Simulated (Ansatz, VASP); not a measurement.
**One calculation of MnHg, two programs**

```
CELL_PARAMETERS angstrom
3.28800 0.00000 0.00000
0.00000 3.28800 0.00000
0.00000 0.00000 3.31300
ATOMIC_POSITIONS crystal
Hg 0.00000 0.00000 0.00000
Mn 0.50000 0.50000 0.50000
```

Alike in both runs: task single point; functional PBE; k mesh 9 × 9 × 9; occupations fermi-dirac, width 0.1 eV; collinear spin.

```csv
,VASP,Ansatz
version,VASP 6.6.1,Ansatz 0.2.0
potentials or method,"VASP PAW PBE potentials, release 64 (Hg, Mn_pv), cutoff 520 eV","PAW, plane waves, scalar-relativistic"
valence electrons in the cell,25,35
```

Ansatz gave:

| Property | Result |
| --- | --- |
| pressure (GPa) | 1.4 |
| net moment per atom (μB) | 1.91 |
| size of the moment on the site where the two differ most (μB) | 3.80 |

Task: What did VASP give for the same quantities?

Result: Pressure (GPa): 1.9; net moment per atom (μB): 1.91; size of the moment on the site where the two differ most (μB): 3.75.

Site moments also hang on the region over which each program counts them. The functional is the same, so the differences come from potentials, cutoffs and numerics. VASP's potentials hold 25 valence electrons a cell and Ansatz's 35, so a difference there can come from the potentials and not from the codes.

Neither program's run includes spin-orbit coupling.
